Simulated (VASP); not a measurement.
Set up this calculation in VASP 6.6.1, as the native input.

| Quantity | Value |
| --- | --- |
| Task | relaxation of cell and atoms |
| Functional | RPBE |
| Dispersion | D4 |
| Potentials or basis | VASP PAW PBE potentials, release 64 (Mo_sv, Si) |
| Cutoff | 600 eV |
| k mesh | 12 × 12 × 12 |
| Occupations | fermi-dirac, width 0.05 eV |
| Spin | no spin polarisation |
| Dipole correction | no |
| Further INCAR settings | ALGO = Normal; EDIFF = 1e-06; IBRION = 2; EDIFFG = -0.01; NSW = 60; ISIF = 3 |

The structure of Si2Mo lies in POSCAR:

```
Si2Mo
1.0
   -1.6000000000      1.6000000000      3.9305000000
    1.6000000000     -1.6000000000      3.9305000000
    1.6000000000      1.6000000000     -3.9305000000
Mo Si
1 2
Direct
    0.0000000000      0.0000000000      0.0000000000
    0.6670000000      0.6670000000      0.0000000000
    0.3330000000      0.3330000000      0.0000000000
```

The input as run:

INCAR

```
  PREC = Accurate
  ENCUT = 600
  EDIFF = 1E-6
  ISMEAR = -1
  SIGMA = 0.05
  LREAL = F
  LASPH = T
  NELM = 80
  ALGO = Normal
  ISIF = 3
  LWAVE = F
  LCHARG = F
  GGA = RP
  IVDW = 13
  IBRION = 2
  NSW = 60
  EDIFFG = -0.01
```

KPOINTS

```
regular mesh
0
Gamma
  12 12 12
```

Potentials or basis: VASP PAW PBE potentials, release 64 (Mo_sv, Si).

Launch:

```bash
$ cat potpaw_PBE.64/Mo_sv/POTCAR potpaw_PBE.64/Si/POTCAR > POTCAR
$ mpirun -np 1 vasp_std > vasp.out
```

Results of the run:

| Item | Value |
| --- | --- |
| Relaxed volume | 12.96 Å³/atom |
| Relaxed cell | a = 4.481 Å, b = 4.481 Å, c = 4.481 Å, α = 138.65°, β = 138.65°, γ = 59.91° |
| Space group after relaxing (to 0.05 Å) | I4/mmm (No. 139) |
| Energy gained by relaxing | 12.1 meV/atom |
| Ionic steps | 7 |
| Pressure after relaxing | -0.1 GPa |
| Band gap on the k mesh | zero (band 11 reaches 13.37 eV, above the bottom of band 12 at 12.38 eV) |
| Dispersion energy per atom | -1.133 eV |

Caveat: the PAW data sets were made with another functional, which shifts forces and pressure a little; pairwise dispersion overbinds metals, which lowers pressure and volume.

It took 8 min on 1 thread of Intel Xeon 6975P-C, on a shared host, peak memory 0.3 GiB.
